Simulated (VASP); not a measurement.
**CoH3: relaxation of cell and atoms with PBE**

Crystal: CoH3.

```xyz
4
Lattice="2.9140 0.0000 0.0000 -1.4570 2.5236 0.0000 0.0000 0.0000 3.1369" Properties=species:S:1:pos:R:3 pbc="T T T"
Co    0.0000    0.0000    1.5684
H     0.0000    1.6824    1.5684
H     1.4570    0.8412    1.5684
H     0.0000    0.0000    0.0000
```

The cell was built from a structure type or drawn by symmetry, and may not be a known phase.

| Property | Result |
| --- | --- |
| Program | VASP 6.6.1 |
| Task | relaxation of cell and atoms |
| Functional | PBE |
| Potentials or basis | VASP PAW PBE potentials, release 64 (Co, H) |
| Cutoff | 600 eV |
| k mesh | 12 × 12 × 12 |
| Occupations | gaussian, width 0.1 eV |
| Spin | collinear spin, ferromagnetic start |
| Starting moments | [0.22, 0.0, 0.0, 0.0] μB |
| Dipole correction | no |
| Further INCAR settings | ALGO = Normal; EDIFF = 1e-06; IBRION = 2; EDIFFG = -0.01; NSW = 100; ISIF = 3 |

```
Relaxed volume                                        : 5.74 Å³/atom
Relaxed cell                                          : a = 2.898 Å, b = 2.898 Å, c = 3.159 Å, α = 90.00°, β = 90.00°, γ = 120.00°
Space group after relaxing (to 0.1 Å)                 : P6/mmm (No. 191)
Energy gained by relaxing                             : 0.7 meV/atom
Ionic steps                                           : 5
Pressure after relaxing                               : 0.0 GPa
Band gap on the k mesh                                : zero (filled and empty bands overlap)
Net moment                                            : 0.00 μB per cell
Valence electrons inside the program's atomic spheres : Co 8.54; H 0.56, 0.58 (each value once)
```

The path:
```tsv
step	energy change (eV)	largest force (eV/Å)	pressure (GPa)	volume (Å³)
1	0.0000	0.0000	-0.68	23.07
2	-0.0025	0.0000	-0.05	22.99
3	-0.0028	0.0000	0.25	22.94
4	-0.0028	0.0000	0.29	22.94
5	-0.0029	0.0000	0.04	22.98
```

Final structure:
```
CELL_PARAMETERS angstrom
2.89806 0.00000 0.00000
-1.44903 2.50979 0.00000
0.00000 0.00000 3.15901
ATOMIC_POSITIONS crystal
Co 0.00000 0.00000 0.50000
H 0.33333 0.66667 0.50000
H 0.66667 0.33333 0.50000
H 0.00000 0.00000 0.00000
```

Levels at points of the mesh, in eV from the Fermi level:
Spin up:
| k point | band 2 | band 3 | band 4 | band 5 | band 6 | band 7 | band 8 | band 9 | band 10 |
| --- | --- | --- | --- | --- | --- | --- | --- | --- | --- |
| (0.00, 0.00, 0.00) | -5.41 | -1.81 | -1.81 | -0.38 | -0.38 | 4.81 | 6.56 | 7.14 | 15.84 |
| (0.50, 0.00, 0.00) | -6.25 | -4.78 | -1.27 | -0.53 | -0.45 | 1.02 | 7.00 | 9.47 | 10.83 |
| (0.00, 0.00, 0.50) | -5.15 | -1.75 | -1.75 | -0.63 | -0.63 | -0.29 | 5.11 | 11.66 | 19.49 |
| (0.50, 0.00, 0.50) | -5.40 | -2.34 | -2.26 | -0.88 | -0.61 | -0.44 | 3.20 | 7.53 | 11.73 |
Spin down:
| k point | band 3 | band 4 | band 5 | band 6 | band 7 | band 8 | band 9 | band 10 |
| --- | --- | --- | --- | --- | --- | --- | --- | --- |
| (0.00, 0.00, 0.00) | -1.81 | -1.81 | -0.38 | -0.38 | 4.81 | 6.56 | 7.14 | 15.84 |
| (0.50, 0.00, 0.00) | -4.78 | -1.27 | -0.53 | -0.45 | 1.02 | 7.00 | 9.47 | 10.83 |
| (0.00, 0.00, 0.50) | -1.75 | -1.75 | -0.63 | -0.63 | -0.29 | 5.11 | 11.66 | 19.49 |
| (0.50, 0.00, 0.50) | -2.34 | -2.26 | -0.88 | -0.61 | -0.44 | 3.20 | 7.53 | 11.73 |

It took 3.4 min on 1 thread of Intel Xeon 8259CL, with other jobs on the host, peak memory 0.21 GiB.
